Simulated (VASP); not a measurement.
# Te (P6_3/mmc) in VASP: a series of runs

Runs on Te. Level: RPBE. Tasks: single point, relaxation of cell and atoms.

All numbers are computed with VASP 6.6.1; they aren't measurements. Logs are shortened: lines on timing, memory, paths and dates and some standing lists are left out, and cuts for length are marked.

## 1. The cell of the first run

Symmetry: P6_3/mmc, No. 194, hexagonal system. The conventional cell has a = 3.963 Å, b = 3.963 Å, c = 4.223 Å, α = 90.00°, β = 90.00°, γ = 120.00°. Within 4.3 Å of Te (site symmetry -6m2) lie 14 Te at 3.11 to 4.22 Å.

This isn't the form of Te at room conditions, which is trigonal, of chains.

## 2. Single point, RPBE (28.72 Å³/atom)

Input file INCAR:

```
SYSTEM = Te
PREC = Accurate ; ENCUT = 520
EDIFF = 1E-6 ; ISMEAR = -1
SIGMA = 0.1 ; LREAL = .FALSE.
LASPH = .TRUE. ; NELM = 80
ALGO = Normal ; ISIF = 2
LWAVE = .FALSE. ; LCHARG = .FALSE.
GGA = RP ; NBANDS = 13
```

Input file KPOINTS:

```
Automatic mesh
0
G
  10 10 8
  0 0 0
```

Input file POSCAR:

```
Te
1.0
    3.9629720620      0.0000000000      0.0000000000
   -1.9814860309      3.4320344802      0.0000000000
    0.0000000000      0.0000000000      4.2227262224
Te
2
Direct
    0.3333333333      0.6666666667      0.2500000000
    0.6666666667      0.3333333333      0.7500000000
```

Potentials or basis: VASP PAW PBE potentials, release 64 (Te).

Run with:

```console
> cat potpaw_PBE.64/Te/POTCAR > POTCAR
> mpirun -np 1 vasp_std > vasp.out
```

OUTCAR:

```text
SYSTEM = Te
   PREC = Accurate
   ENCUT = 520
   EDIFF = 1E-6
   ISMEAR = -1
   LREAL = .FALSE.
   LASPH = .TRUE.
   NELM = 80
   ISIF = 2
   GGA = RP

 ion  position               nearest neighbor table
   1  0.333  0.667  0.250-   2 3.11   2 3.11   2 3.11   2 3.11   2 3.11   2 3.11
   2  0.667  0.333  0.750-   1 3.11   1 3.11   1 3.11   1 3.11   1 3.11   1 3.11

  LATTYP: Found a hexagonal cell.
 ALAT       =     3.9629720620
 C/A-ratio  =     1.0655452919

  Lattice vectors:

 A1 = (   3.9629720620,   0.0000000000,   0.0000000000)
 A2 = (  -1.9814860309,   3.4320344802,   0.0000000000)
 A3 = (   0.0000000000,   0.0000000000,   4.2227262224)

Analysis of symmetry for initial positions (statically):
=====================================================================
 Subroutine PRICEL returns:
 Original cell was already a primitive cell.

 Routine SETGRP: Setting up the symmetry group for a
 hexagonal supercell.

 Subroutine GETGRP returns: Found 24 space group operations
 (whereof 12 operations were pure point group operations)
 out of a pool of 24 trial point group operations.

The static configuration has the point symmetry D_3d.
 The point group associated with its full space group is D_6h.

Analysis of symmetry for dynamics (positions and initial velocities):
=====================================================================
 Subroutine PRICEL returns:
 Original cell was already a primitive cell.

 Routine SETGRP: Setting up the symmetry group for a
 hexagonal supercell.

 Subroutine GETGRP returns: Found 24 space group operations
 (whereof 12 operations were pure point group operations)
 out of a pool of 24 trial point group operations.

The dynamic configuration has the point symmetry D_3d.
 The point group associated with its full space group is D_6h.

 Subroutine INISYM returns: Found 24 space group operations
 (whereof 12 operations are pure point group operations),
 and found     1 'primitive' translations

----------------------------------------------------------------------------------------

                                     Primitive cell

  volume of cell :      57.4335

  direct lattice vectors                    reciprocal lattice vectors
     3.962972062  0.000000000  0.000000000     0.252335869  0.145686182  0.000000000
    -1.981486031  3.432034480  0.000000000     0.000000000  0.291372364  0.000000000
     0.000000000  0.000000000  4.222726222     0.000000000  0.000000000  0.236813837

  length of vectors
     3.962972062  3.962972062  4.222726222     0.291372364  0.291372364  0.236813837

  position of ions in fractional coordinates (direct lattice)
     0.333333333  0.666666667  0.250000000
[... 91 lines left out ...]
   EMIN   =  10.00;   EMAX   =-10.00  energy-range for DOS
   EFERMI =   0.00;   METHOD = LEGACY
   ISMEAR =    -1;   SIGMA  =   0.10  broadening in eV -4-tet -1-fermi 0-gaus
   EFERMI_NEDOS =   21; number of points for ismear=-14 and -15
   IALGO  =     38    algorithm
   IMIX   =      4    mixing-type and parameters
     AMIX     =   0.40;   BMIX     =  1.00
     AMIX_MAG =   1.60;   BMIX_MAG =  1.00
  volume/ion in A,a.u.               =      28.72       193.79
  Fermi-wavevector in a.u.,A,eV,Ry     =   0.971434  1.835744 12.839606  0.943684
  Thomas-Fermi vector in A             =   2.101651
   LORBIT       =      0    0 simple, 1 ext, 2 COOP (PROOUT), +10 PAW based schemes
   GGA     = RP    functional components
   LHFCALC =     F    Hartree Fock is set to
   AEXX    =    0.0000 exact exchange contribution
   IVDW    =     0    specifies the selected vdW correction
   LEPSILON=     F    determine dielectric tensor
   LRPA    =     F    only Hartree local field effects (RPA)
 non-spin polarized calculation
  energy-cutoff  :      520.00
  volume of cell :       57.43
 maximum number of plane-waves:      1570
 NGX is ok and might be reduce to    30
   NGX = 15   NGY = 15   NGZ = 15

 number of electron      12.0000001 magnetization

 Free energy of the ion-electron system (eV)
  ---------------------------------------------------
  ext. energy  EPLUGINS =         0.00000000
  ---------------------------------------------------
  free energy    TOTEN  =        -5.04835256 eV

  energy without entropy =       -5.01350711  energy(sigma->0) =       -5.03092984

 E-fermi :   8.1177     XC(G=0):  -9.8440

 val. band max:        8.1020491584   @ k =   0.2000   0.2000   0.0000
 cond. band min:       8.1423384522   @ k =   0.5000   0.0000   0.3750
 fundamental gap:      0.0402892938
 Fermi energy:         8.1176713397

 k-point     1 :       0.0000    0.0000    0.0000
  band No.  band energies     occupation
      1      -6.2833      2.00000
      2      -0.2538      2.00000
      3       3.2289      2.00000
      4       5.9311      2.00000
      5       5.9311      2.00000
      6       8.9759      0.00037
      7       8.9759      0.00037
      8      10.8818      0.00000
      9      11.8467      0.00000
     10      13.9677      0.00000
     11      16.0878      0.00000
     12      16.0878      0.00000
     13      17.2816      0.00000
[... 354 lines left out ...]
  band No.  band energies     occupation
      1      -4.3294      2.00000
      2      -2.6250      2.00000
      3       3.2333      2.00000
      4       4.2005      2.00000
      5       5.6853      2.00000
      6       6.6034      2.00000
      7       9.0340      0.00021
      8       9.6936      0.00000
      9      11.6774      0.00000
     10      14.7190      0.00000
     11      16.5293      0.00000
     12      16.9263      0.00000
     13      18.7205      0.00000

 [... further k-points ...]

------------------------ aborting loop because EDIFF is reached ----------------------------------------

  FORCE on cell =-STRESS in cart. coord.  units (eV):
  Direction    XX          YY          ZZ          XY          YZ          ZX
  --------------------------------------------------------------------------------------
  -------------------------------------------------------------------------------------
  Total        2.1463245      2.1463245      3.5883415      0.0000000     -0.0000000      0.0000000
  in kB       59.8742903     59.8742903    100.1010808      0.0000000     -0.0000000      0.0000000
  external PRESSURE =      73.2832205 kB  Pullay stress =       0.0000000 kB

 VOLUME and BASIS-vectors are now :
 -----------------------------------------------------------------------------
  energy-cutoff  :      520.00
  volume of cell :       57.43
      direct lattice vectors                 reciprocal lattice vectors
     3.962972062  0.000000000  0.000000000     0.252335869  0.145686182  0.000000000
    -1.981486031  3.432034480  0.000000000     0.000000000  0.291372364  0.000000000
     0.000000000  0.000000000  4.222726222     0.000000000  0.000000000  0.236813837

 POSITION                                       TOTAL-FORCE (eV/Angst)
 -----------------------------------------------------------------------------------
     -0.00000      2.28802      1.05568        -0.000000      0.000000      0.000000
      1.98149      1.14401      3.16704         0.000000     -0.000000      0.000000
 -----------------------------------------------------------------------------------
    total drift:                               -0.000000      0.000000      0.000000

  FREE ENERGIE OF THE ION-ELECTRON SYSTEM (eV)
  ---------------------------------------------------
  free  energy   TOTEN  =        -5.0483525648 eV

  energy  without entropy=       -5.0135071132  energy(sigma->0) =       -5.03092984
```

stdout:

```text
POSCAR found type information on POSCAR Te
 POSCAR found :  1 types and       2 ions
 scaLAPACK will be used
 -----------------------------------------------------------------------------
|                                                                             |
|                                                                             |
|     You enforced a specific xc type in the INCAR file but a different       |
|     I HOPE YOU KNOW WHAT YOU ARE DOING!                                     |
|                                                                             |
 -----------------------------------------------------------------------------

 LDA part: xc-table for (Slater+PW92), standard interpolation
 POSCAR, INCAR and KPOINTS ok, starting setup
 FFT: planning ... GRIDC
 FFT: planning ... GRID_SOFT
 FFT: planning ... GRID
 WAVECAR not read
 entering main loop
```

Run time: 32 s. Hardware: 1 thread of Intel Xeon Platinum 8375C at 2.90GHz (Ice Lake), shared host; peak memory 0.19 GiB.

Results:

```
Free energy            : -5.0484 eV
Pressure               : 7.3 GPa
Band gap on the k mesh : zero (bands 6 and 7 overlap by 1.85 eV)
```

Caveat: the cell stands under pressure; the PAW data sets were made with another functional, which shifts forces and pressure a little; spin-orbit coupling is left out, which moves the levels of the heavy elements.

## 3. Single point, RPBE

This run uses another cell than the first one, of 32.63 Å³/atom.

Input file INCAR:

```
SYSTEM = Te
PREC = Accurate
ENCUT = 520
EDIFF = 1E-7
ISMEAR = -1
SIGMA = 0.1
LREAL = .False.
LASPH = .True.
NELM = 60
ALGO = Normal
ISIF = 2
LWAVE = .False.
LCHARG = .False.
GGA = RP
NBANDS = 13
```

Input file KPOINTS:

```
Automatic mesh
0
Gamma
  11 11 6
  0 0 0
```

Input file POSCAR:

```
Te
1.0
    4.1354882062      0.0000000000      0.0000000000
   -2.0677441031      3.5814378436      0.0000000000
    0.0000000000      0.0000000000      4.4065499877
Te
2
Direct
    0.3333333333      0.6666666667      0.2500000000
    0.6666666667      0.3333333333      0.7500000000
```

Potentials or basis: VASP PAW PBE potentials, release 64 (Te).

Run with:

```console
> cat potpaw_PBE.64/Te/POTCAR > POTCAR
> mpirun -np 1 vasp_std > vasp.out
```

Run time: 42 s. Hardware: 1 thread of Intel Xeon Platinum 8375C at 2.90GHz (Ice Lake), shared host; peak memory 0.2 GiB.

Results (log left out):

| Property | Result |
| --- | --- |
| Free energy | -5.1857 eV |
| Pressure | -0.1 GPa |
| Band gap on the k mesh | zero (bands 6 and 7 overlap by 1.87 eV) |

Levels at points of the mesh, in eV from the Fermi level:
```
           k point  band 3  band 4  band 5  band 6  band 7  band 8  band 9  band 10
(0.00, 0.00, 0.00)   -4.17   -1.87   -1.87    0.81    0.81    3.10    3.28     5.92
(0.00, 0.00, 0.50)   -0.76   -0.76   -0.49   -0.49   -0.49   -0.49    6.42     6.42
```

Caveat: the PAW data sets were made with another functional, which shifts forces and pressure a little; spin-orbit coupling is left out, which moves the levels of the heavy elements.

## 4. Single point, RPBE (30.02 Å³/atom)

This run uses another cell than the first one, of 30.02 Å³/atom.

Input file INCAR:

```
ALGO = Normal
EDIFF = 1E-6
ENCUT = 520
GGA = RP
ISIF = 2
ISMEAR = -1
LASPH = True
LCHARG = True
LELF = True
LREAL = False
LVHAR = True
LWAVE = False
NBANDS = 13
NELM = 100
PREC = Accurate
SIGMA = 0.1
```

Input file KPOINTS:

```
k-points
0
Gamma
  10 10 8
```

Input file POSCAR:

```
Te
1.0
    4.0221296203      0.0000000000      0.0000000000
   -2.0110648101      3.4832664285      0.0000000000
    0.0000000000      0.0000000000      4.2857612802
Te
2
Direct
    0.3333333333      0.6666666667      0.2500000000
    0.6666666667      0.3333333333      0.7500000000
```

Run with:

```console
> cat potpaw_PBE.64/Te/POTCAR > POTCAR
> mpirun -np 1 vasp_std > vasp.out
```

It took 34 s on 1 thread of Intel Xeon Platinum 8375C at 2.90GHz (Ice Lake), shared host; peak memory 0.19 GiB.

The run converged. Its results:

```yaml
Free_energy: -5.1414 eV
Pressure: 4.2 GPa
Band_gap_on_the_k_mesh: zero (bands 6 and 7 overlap by 1.85 eV)
```

Stress tensor (GPa, compression positive):
```
3.46 0.00 0.00
0.00 3.46 0.00
0.00 0.00 5.73
```

Levels at points of the mesh, in eV from the Fermi level:
```
           k point  band 2  band 3  band 4  band 5  band 6  band 7  band 8  band 9  band 10  band 11
(0.00, 0.00, 0.00)   -8.47   -4.64   -2.08   -2.08    0.84    0.84    2.94    3.49     5.88     7.92
(0.50, 0.00, 0.00)  -10.69   -3.74   -3.58   -2.69   -0.76   -0.67    2.26    2.87     7.53     7.60
(0.00, 0.00, 0.50)  -12.16   -0.63   -0.63   -0.55   -0.55   -0.55   -0.55    6.28     6.28     6.28
(0.50, 0.00, 0.50)  -11.07   -5.78   -5.78   -1.56   -1.56    0.99    0.99    7.51     7.51    11.21
```

Caveat: the cell stands under pressure; the PAW data sets were made with another functional, which shifts forces and pressure a little; spin-orbit coupling is left out, which moves the levels of the heavy elements.

## 5. Single point, RPBE (35.24 Å³/atom)

This run uses another cell than the first one, of 35.24 Å³/atom.

Input file INCAR:

```
SYSTEM = Te
PREC = Accurate ; ENCUT = 520
EDIFF = 1E-6 ; ISMEAR = -1
SIGMA = 0.1 ; LREAL = .FALSE.
LASPH = .TRUE. ; NELM = 60
ALGO = Normal ; ISIF = 2
LWAVE = .FALSE. ; LCHARG = .FALSE.
GGA = RP ; NBANDS = 13
```

Input file KPOINTS:

```
Automatic mesh
0
G
  10 10 8
  0 0 0
```

Input file POSCAR:

```
Te
1.0
    4.2429512162      0.0000000000      0.0000000000
   -2.1214756081      3.6745035403      0.0000000000
    0.0000000000      0.0000000000      4.5210566921
Te
2
Direct
    0.3333333333      0.6666666667      0.2500000000
    0.6666666667      0.3333333333      0.7500000000
```

Potentials or basis: VASP PAW PBE potentials, release 64 (Te).

Run with:

```console
> cat potpaw_PBE.64/Te/POTCAR > POTCAR
> mpirun -np 1 vasp_std > vasp.out
```

OUTCAR:

```text
SYSTEM = Te
   PREC = Accurate
   ENCUT = 520
   EDIFF = 1E-6
   ISMEAR = -1
   LREAL = .FALSE.
   LASPH = .TRUE.
   NELM = 60
   ISIF = 2
   GGA = RP

 ion  position               nearest neighbor table
   1  0.333  0.667  0.250-   2 3.33   2 3.33   2 3.33   2 3.33   2 3.33   2 3.33
   2  0.667  0.333  0.750-   1 3.33   1 3.33   1 3.33   1 3.33   1 3.33   1 3.33

  LATTYP: Found a hexagonal cell.
 ALAT       =     4.2429512162
 C/A-ratio  =     1.0655452919

  Lattice vectors:

 A1 = (   4.2429512162,   0.0000000000,   0.0000000000)
 A2 = (  -2.1214756081,   3.6745035403,   0.0000000000)
 A3 = (   0.0000000000,   0.0000000000,   4.5210566921)

Analysis of symmetry for initial positions (statically):
=====================================================================
 Subroutine PRICEL returns:
 Original cell was already a primitive cell.

 Routine SETGRP: Setting up the symmetry group for a
 hexagonal supercell.

 Subroutine GETGRP returns: Found 24 space group operations
 (whereof 12 operations were pure point group operations)
 out of a pool of 24 trial point group operations.

The static configuration has the point symmetry D_3d.
[... 178 lines left out ...]
      7       6.1869      0.00112
      8       8.1791      0.00000
      9       8.9994      0.00000
     10      11.3183      0.00000
     11      13.2289      0.00000
     12      13.2289      0.00000
     13      14.3998      0.00000
[... 354 lines left out ...]
  band No.  band energies     occupation
      1      -5.9899      2.00000
      2      -4.7822      2.00000
      3       1.5902      2.00000
      4       2.4410      2.00000
      5       3.5168      2.00000
      6       4.1930      1.99999
      7       6.2031      0.00095
      8       6.6535      0.00001
      9       9.6705      0.00000
     10      12.0878      0.00000
     11      13.6031      0.00000
     12      14.0043      0.00000
     13      15.4307      0.00000

 [... further k-points ...]

------------------------ aborting loop because EDIFF is reached ----------------------------------------

  FORCE on cell =-STRESS in cart. coord.  units (eV):
  Direction    XX          YY          ZZ          XY          YZ          ZX
  --------------------------------------------------------------------------------------
  -------------------------------------------------------------------------------------
  Total       -1.0043834     -1.0043834     -1.8615389      0.0000000     -0.0000000      0.0000000
  in kB      -22.8298708    -22.8298708    -42.3132171      0.0000000     -0.0000000      0.0000000
  external PRESSURE =     -29.3243196 kB  Pullay stress =       0.0000000 kB

 VOLUME and BASIS-vectors are now :
 -----------------------------------------------------------------------------
  energy-cutoff  :      520.00
  volume of cell :       70.49
      direct lattice vectors                 reciprocal lattice vectors
     4.242951216  0.000000000  0.000000000     0.235685010  0.136072804  0.000000000
    -2.121475608  3.674503540  0.000000000     0.000000000  0.272145608  0.000000000
     0.000000000  0.000000000  4.521056692     0.000000000  0.000000000  0.221187229

 POSITION                                       TOTAL-FORCE (eV/Angst)
 -----------------------------------------------------------------------------------
     -0.00000      2.44967      1.13026         0.000000      0.000000      0.000000
      2.12148      1.22483      3.39079        -0.000000     -0.000000      0.000000
 -----------------------------------------------------------------------------------
    total drift:                               -0.000000      0.000000      0.000000

  FREE ENERGIE OF THE ION-ELECTRON SYSTEM (eV)
  ---------------------------------------------------
  free  energy   TOTEN  =        -5.1468163630 eV

  energy  without entropy=       -5.1034227906  energy(sigma->0) =       -5.12511958
```

OSZICAR:

```text
N       E                     dE             d eps       ncg     rms          rms(c)
DAV:   1     0.459659163472E+02    0.45966E+02   -0.45217E+03  1820   0.738E+02
DAV:   2    -0.243341630349E+01   -0.48399E+02   -0.46573E+02  2473   0.113E+02
DAV:   3    -0.509636193839E+01   -0.26629E+01   -0.26491E+01  2405   0.289E+01
DAV:   4    -0.513986889327E+01   -0.43507E-01   -0.43500E-01  2297   0.440E+00
DAV:   5    -0.514060282898E+01   -0.73394E-03   -0.73391E-03  2360   0.526E-01    0.743E+00
DAV:   6    -0.514326625710E+01   -0.26634E-02   -0.58778E-03  2105   0.445E-01    0.463E+00
DAV:   7    -0.514680276418E+01   -0.35365E-02   -0.12881E-02  2140   0.658E-01    0.259E-01
DAV:   8    -0.514680477153E+01   -0.20073E-05   -0.49235E-04  2195   0.130E-01    0.728E-02
DAV:   9    -0.514681557715E+01   -0.10806E-04   -0.26249E-05  2280   0.319E-02    0.166E-02
DAV:  10    -0.514681636297E+01   -0.78582E-06   -0.26432E-06  2125   0.945E-03
   1 F= -.51468164E+01 E0= -.51251196E+01  d E =-.433936E-01
```

It took 33 s on 1 thread of Intel Xeon Platinum 8375C at 2.90GHz (Ice Lake), shared host; peak memory 0.2 GiB.

What came out:

```
Free energy            : -5.1468 eV
Pressure               : -2.9 GPa
Band gap on the k mesh : zero (bands 6 and 7 overlap by 1.72 eV)
```

Caveat: the PAW data sets were made with another functional, which shifts forces and pressure a little; spin-orbit coupling is left out, which moves the levels of the heavy elements.

(Continued in part 2 of 2.)

The gap in the log of VASP goes by the Fermi energy; the results here count the filled bands.